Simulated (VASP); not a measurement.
# GaN in VASP: a series of runs, part 2 of 3

VASP 6.6.1.

### Step 3. Single point, r2SCAN (uniaxial z strain +2.5%)

Input file POSCAR:

```
GaN
1.0
    0.0000000000      2.2489525436      2.3051763572
    2.2489525436      0.0000000000      2.3051763572
    2.2489525436      2.2489525436      0.0000000000
Ga N
1 1
Direct
    0.0000000000      0.0000000000      0.0000000000
    0.2500000000      0.2500000000      0.2500000000
```

Input file INCAR.step1:

```
  ALGO = Normal
  EDIFF = 1E-4
  ENCUT = 520
  GGA = PE
  ISMEAR = 0
  LASPH = True
  LCHARG = False
  LREAL = False
  LWAVE = True
  NBANDS = 16
  NELM = 100
  PREC = Accurate
  SIGMA = 0.01
```

Input file INCAR.step2:

```
  ALGO = Normal
  EDIFF = 1E-6
  ENCUT = 520
  ISIF = 2
  ISMEAR = 0
  ISTART = 1
  LASPH = True
  LCHARG = False
  LMIXTAU = True
  LREAL = False
  LWAVE = False
  METAGGA = R2SCAN
  NBANDS = 16
  NELM = 100
  PREC = Accurate
  SIGMA = 0.01
```

Input file KPOINTS:

```
k-points
0
Gamma
  10 10 10
```

Potentials or basis: VASP PAW PBE potentials, release 64 (Ga_d, N).

Run with:

```console
$ cat potpaw_PBE.64/Ga_d/POTCAR potpaw_PBE.64/N/POTCAR > POTCAR
$ cp INCAR.step1 INCAR
$ mpirun -np 1 vasp_std > vasp.out
$ cp INCAR.step2 INCAR
$ mpirun -np 1 vasp_std > vasp.out
```

OUTCAR:

```text
EDIFF = 1E-6
   ENCUT = 520
   ISIF = 2
   ISMEAR = 0
   ISTART = 1
   LASPH = True
   LREAL = False
   METAGGA = R2SCAN
   NELM = 100
   PREC = Accurate

 ion  position               nearest neighbor table
   1  0.000  0.000  0.000-   2 1.96   2 1.96   2 1.96   2 1.96
   2  0.250  0.250  0.250-   1 1.96   1 1.96   1 1.96   1 1.96

  LATTYP: Found a body centered tetragonal cell.
 ALAT       =     3.1804991883
 C/A-ratio  =     1.4495689014

  Lattice vectors:

 A1 = (  -2.2489525436,   0.0000000000,   2.3051763572)
 A2 = (   2.2489525436,   0.0000000000,   2.3051763572)
 A3 = (   0.0000000000,   2.2489525436,  -2.3051763572)

Analysis of symmetry for initial positions (statically):
=====================================================================
 Subroutine PRICEL returns:
 Original cell was already a primitive cell.

 Routine SETGRP: Setting up the symmetry group for a
 body centered tetragonal supercell.

 Subroutine GETGRP returns: Found  8 space group operations
[... 157 lines left out ...]
 Free energy of the ion-electron system (eV)
  ---------------------------------------------------
  ext. energy  EPLUGINS =         0.00000000
  ---------------------------------------------------
  free energy    TOTEN  =       -21.88828857 eV

  energy without entropy =      -21.88828857  energy(sigma->0) =      -21.88828857

 E-fermi :   4.9573     XC(G=0): -12.5261

 val. band max:        4.8559577924   @ k =   0.0000   0.0000   0.0000
 cond. band min:       6.8092961062   @ k =   0.0000   0.0000   0.0000
 fundamental gap:      1.9533383138
 Fermi energy:         4.9572937150

 k-point     1 :       0.0000    0.0000    0.0000
  band No.  band energies     occupation
      1     -11.7544      2.00000
      2      -9.0205      2.00000
      3      -8.9946      2.00000
      4      -8.9946      2.00000
      5      -8.6732      2.00000
      6      -8.6726      2.00000
[... 433 lines left out ...]
      3      -8.7761      2.00000
      4      -8.7731      2.00000
      5      -8.6207      2.00000
      6      -7.8861      2.00000
[... 8 lines left out ...]
     15      27.9435      0.00000
     16      28.1317      0.00000

 [... further k-points ...]
[... 5 lines left out ...]
  --------------------------------------------------------------------------------------
  -------------------------------------------------------------------------------------
  Total       -0.3655067     -0.3655067     -0.8519263      0.0000000      0.0000000      0.0000000
  in kB      -25.1137293    -25.1137293    -58.5353005      0.0000000      0.0000000      0.0000000
  external PRESSURE =     -36.2542530 kB  Pullay stress =       0.0000000 kB

 VOLUME and BASIS-vectors are now :
 -----------------------------------------------------------------------------
  energy-cutoff  :      520.00
  volume of cell :       23.32
      direct lattice vectors                 reciprocal lattice vectors
     0.000000000  2.248952544  2.305176357    -0.222325723  0.222325723  0.216903144
     2.248952544  0.000000000  2.305176357     0.222325723 -0.222325723  0.216903144
     2.248952544  2.248952544  0.000000000     0.222325723  0.222325723 -0.216903144

 POSITION                                       TOTAL-FORCE (eV/Angst)
 -----------------------------------------------------------------------------------
      0.00000      0.00000      0.00000        -0.000000     -0.000000     -0.000000
      1.12448      1.12448      1.15259         0.000000      0.000000      0.000000
 -----------------------------------------------------------------------------------
    total drift:                                0.000013      0.000013      0.000007

  FREE ENERGIE OF THE ION-ELECTRON SYSTEM (eV)
  ---------------------------------------------------
  free  energy   TOTEN  =       -21.8882885676 eV

  energy  without entropy=      -21.8882885676  energy(sigma->0) =      -21.88828857
```

OUTCAR.step1:

```text
EDIFF = 1E-4
   ENCUT = 520
   GGA = PE
   ISMEAR = 0
   LASPH = True
[... 677 lines left out ...]
 -----------------------------------------------------------------------------------
      0.00000      0.00000      0.00000        -0.000000     -0.000000      0.000000
      1.12448      1.12448      1.15259         0.000000      0.000000     -0.000000
 -----------------------------------------------------------------------------------
    total drift:                               -0.000000     -0.000000      0.000001

  FREE ENERGIE OF THE ION-ELECTRON SYSTEM (eV)
  ---------------------------------------------------
  free  energy   TOTEN  =       -12.1485899272 eV

  energy  without entropy=      -12.1485899272  energy(sigma->0) =      -12.14858993
```

OSZICAR.step1:

```text
N       E                     dE             d eps       ncg     rms          rms(c)
DAV:   1     0.809736279698E+02    0.80974E+02   -0.92488E+03  3656   0.201E+03
DAV:   2    -0.834634935483E+01   -0.89320E+02   -0.83453E+02  3752   0.326E+02
DAV:   3    -0.140542357132E+02   -0.57079E+01   -0.56857E+01  3832   0.701E+01
DAV:   4    -0.141189595924E+02   -0.64724E-01   -0.64716E-01  4144   0.800E+00
DAV:   5    -0.141198140507E+02   -0.85446E-03   -0.85445E-03  3960   0.824E-01    0.765E+00
DAV:   6    -0.121498885606E+02    0.19699E+01   -0.49316E+00  4944   0.391E+01    0.268E+00
DAV:   7    -0.121563865230E+02   -0.64980E-02   -0.31082E-01  3576   0.665E+00    0.176E+00
DAV:   8    -0.121527248781E+02    0.36616E-02   -0.61734E-02  3664   0.321E+00    0.824E-01
DAV:   9    -0.121482941744E+02    0.44307E-02   -0.14121E-02  4960   0.262E+00    0.215E-01
DAV:  10    -0.121486873662E+02   -0.39319E-03   -0.14389E-03  3664   0.496E-01    0.110E-01
DAV:  11    -0.121485899272E+02    0.97439E-04   -0.24110E-04  3168   0.253E-01
   1 F= -.12148590E+02 E0= -.12148590E+02  d E =-.584710E-72
```

Wall time 62 s (1 thread of Intel Xeon Platinum 8488C (Sapphire Rapids), shared host); peak memory 0.17 GiB.

Results:

* Free energy: -21.8883 eV
* Pressure: -3.6 GPa
* Band gap on the k mesh: 1.95 eV, direct

Stress tensor (GPa, compression positive):
```
-2.51  0.00  0.00
 0.00 -2.51  0.00
 0.00  0.00 -5.85
```

Caveat: the cell differs from its parent crystal (uniaxial z strain +2.5%); the PAW data sets were made with another functional, which shifts forces and pressure a little.

### Step 4. Single point, r2SCAN (epitaxial 111 strain -1.5%)

Input file POSCAR:

```
GaN
1.0
    0.0326554308      2.2478736862      2.2478736862
    2.2478736862      0.0326554308      2.2478736862
    2.2478736862      2.2478736862      0.0326554308
Ga N
1 1
Direct
    0.0011432943      0.0011432943      0.0011432943
    0.2488567057      0.2488567057      0.2488567057
```

Input file INCAR.step1:

```
SYSTEM = GaN
ALGO = Normal
EDIFF = 1E-4
ENCUT = 520
GGA = PE
ISMEAR = 0
LASPH = .True.
LCHARG = .False.
LREAL = .False.
LWAVE = .True.
NBANDS = 16
NELM = 100
PREC = Accurate
SIGMA = 0.01
```

Input file INCAR.step2:

```
SYSTEM = GaN
ALGO = Normal
EDIFF = 1E-6
ENCUT = 520
ISIF = 2
ISMEAR = 0
ISTART = 1
LASPH = .True.
LCHARG = .False.
LMIXTAU = .True.
LREAL = .False.
LWAVE = .False.
METAGGA = R2SCAN
NBANDS = 16
NELM = 100
PREC = Accurate
SIGMA = 0.01
```

Input file KPOINTS:

```
k-points
0
Gamma
  10 10 10
  0 0 0
```

Run with:

```console
$ cat potpaw_PBE.64/Ga_d/POTCAR potpaw_PBE.64/N/POTCAR > POTCAR
$ cp INCAR.step1 INCAR
$ mpirun -np 1 vasp_std > vasp.out
$ cp INCAR.step2 INCAR
$ mpirun -np 1 vasp_std > vasp.out
```

It took 64 s on 1 thread of Intel Xeon Platinum 8488C (Sapphire Rapids), shared host; peak memory 0.17 GiB.

Results (log left out):

```
Free energy            : -21.8771 eV
Pressure               : 6.1 GPa
Band gap on the k mesh : 2.25 eV, direct
```

Stress tensor (GPa, compression positive):
```
 6.14 -2.45 -2.45
-2.45  6.14 -2.45
-2.45 -2.45  6.14
```

Levels at points of the mesh, in eV from the valence-band top:
| k point | band 5 | band 6 | band 7 | band 8 | band 9 | band 10 | band 11 | band 12 | band 13 | band 14 |
| --- | --- | --- | --- | --- | --- | --- | --- | --- | --- | --- |
| (0.00, 0.00, 0.00) | -13.53 | -13.53 | -0.16 | 0.00 | 0.00 | 2.25 | 10.82 | 11.32 | 11.32 | 18.88 |
| (0.50, 0.00, 0.00) | -13.47 | -12.37 | -7.38 | -1.18 | -1.06 | 5.24 | 9.55 | 10.99 | 11.08 | 16.68 |
| (0.50, 0.50, 0.00) | -13.44 | -12.02 | -6.39 | -3.05 | -2.83 | 3.71 | 7.38 | 12.74 | 15.19 | 15.27 |
| (0.50, 0.50, 0.50) | -13.48 | -12.47 | -7.50 | -0.98 | -0.98 | 5.54 | 9.46 | 11.36 | 11.36 | 16.86 |

Caveat: the cell differs from its parent crystal (epitaxial 111 strain -1.5%); the PAW data sets were made with another functional, which shifts forces and pressure a little.

### Step 5. Single point, r2SCAN (strain along [111] +1.5%)

Input file POSCAR:

```
GaN
1.0
    0.0224895254      2.2714420690      2.2714420690
    2.2714420690      0.0224895254      2.2714420690
    2.2714420690      2.2714420690      0.0224895254
Ga N
1 1
Direct
    0.0006617303      0.0006617303      0.0006617303
    0.2493382697      0.2493382697      0.2493382697
```

Input file INCAR.step1:

```
SYSTEM = GaN
PREC = Accurate ; ENCUT = 520
ISMEAR = 0 ; SIGMA = 0.01
LREAL = .FALSE. ; LASPH = .TRUE.
NELM = 80 ; NBANDS = 16
GGA = PE ; ALGO = Normal
EDIFF = 1E-4 ; LWAVE = .TRUE.
LCHARG = .FALSE.
```

Input file INCAR.step2:

```
SYSTEM = GaN
PREC = Accurate ; ENCUT = 520
EDIFF = 1E-6 ; ISMEAR = 0
SIGMA = 0.01 ; LREAL = .FALSE.
LASPH = .TRUE. ; NELM = 80
ALGO = Normal ; ISIF = 2
LWAVE = .FALSE. ; LCHARG = .FALSE.
METAGGA = R2SCAN ; LMIXTAU = .TRUE.
NBANDS = 16 ; ISTART = 1
```

Input file KPOINTS:

```
Automatic mesh
0
G
  10 10 10
  0 0 0
```

Run with:

```console
$ cat potpaw_PBE.64/Ga_d/POTCAR potpaw_PBE.64/N/POTCAR > POTCAR
$ cp INCAR.step1 INCAR
$ mpirun -np 1 vasp_std > vasp.out
$ cp INCAR.step2 INCAR
$ mpirun -np 1 vasp_std > vasp.out
```

Wall time 69 s (1 thread of Intel Xeon Platinum 8488C (Sapphire Rapids), shared host); peak memory 0.17 GiB.

The run converged. Its results:

```yaml
Free_energy: -21.8924 eV
Pressure: -1.6 GPa
Band_gap_on_the_k_mesh: 2.02 eV, direct
```

Stress tensor (GPa, compression positive):
```
-1.65 -1.62 -1.62
-1.62 -1.65 -1.62
-1.62 -1.62 -1.65
```

Levels at points of the mesh, in eV from the valence-band top:
```csv
k point,band 5,band 6,band 7,band 8,band 9,band 10,band 11,band 12,band 13,band 14
"(0.00, 0.00, 0.00)",-13.52,-13.52,-0.10,0.00,0.00,2.02,10.70,11.03,11.03,18.38
"(0.50, 0.00, 0.00)",-13.47,-12.37,-7.11,-1.07,-1.01,5.02,9.37,10.84,10.91,16.36
"(0.50, 0.50, 0.00)",-13.44,-12.01,-6.21,-2.85,-2.71,3.72,7.16,12.47,14.78,14.85
"(0.50, 0.50, 0.50)",-13.47,-12.44,-7.19,-0.95,-0.95,5.21,9.30,11.08,11.08,16.48
```

Caveat: the cell differs from its parent crystal (strain along [111] +1.5%); the PAW data sets were made with another functional, which shifts forces and pressure a little.

[end of part 2 of 3]
